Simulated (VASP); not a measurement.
A run of VASP 6.6.1:

The input POSCAR:

```
Cd
1.0
    0.0000000000      2.2157649465      2.2157649465
    2.2157649465      0.0000000000      2.2157649465
    2.2157649465      2.2157649465      0.0000000000
Cd
1
Direct
    0.0000000000      0.0000000000      0.0000000000
```

INCAR.step1

```
PREC     = Accurate       # precision mode
ENCUT    = 550            # plane-wave cutoff, eV
ISMEAR   = -1             # smearing method
SIGMA    = 0.1            # smearing width, eV
LREAL    = F              # projectors in reciprocal space
LASPH    = T              # aspherical terms in the spheres
NELM     = 120            # most SCF steps
NBANDS   = 12             # bands
GGA      = PE             # functional
ALGO     = Normal         # electronic algorithm
EDIFF    = 1E-5           # SCF threshold, eV
LWAVE    = T              # write WAVECAR
LCHARG   = F              # write CHGCAR
GGA_COMPAT= F
```

File INCAR.step2:

```
PREC     = Accurate       # precision mode
ENCUT    = 550            # plane-wave cutoff, eV
EDIFF    = 1E-6           # SCF threshold, eV
ISMEAR   = -1             # smearing method
SIGMA    = 0.1            # smearing width, eV
LREAL    = F              # projectors in reciprocal space
LASPH    = T              # aspherical terms in the spheres
NELM     = 120            # most SCF steps
ALGO     = Normal         # electronic algorithm
ISIF     = 2              # what is computed and relaxed
LWAVE    = F              # write WAVECAR
LCHARG   = F              # write CHGCAR
METAGGA  = R2SCAN         # meta-GGA
LMIXTAU  = T            
NBANDS   = 12             # bands
ISTART   = 1            
GGA_COMPAT= F
```

The input KPOINTS:

```
Automatic mesh
0
Gamma
  14 14 14
```

Potentials or basis: VASP PAW PBE potentials, release 64 (Cd).

Command:

```console
$ cat potpaw_PBE.64/Cd/POTCAR > POTCAR
$ cp INCAR.step1 INCAR
$ mpirun -np 1 vasp_std > vasp.out
$ cp INCAR.step2 INCAR
$ mpirun -np 1 vasp_std > vasp.out
```

Hardware: 1 thread of Intel Xeon 8259CL, on a shared host.

Estimate the wall time of this run.

It took 62 s on 1 thread of Intel Xeon 8259CL (shared host), peak memory 0.16 GiB. Counts: k points 104.
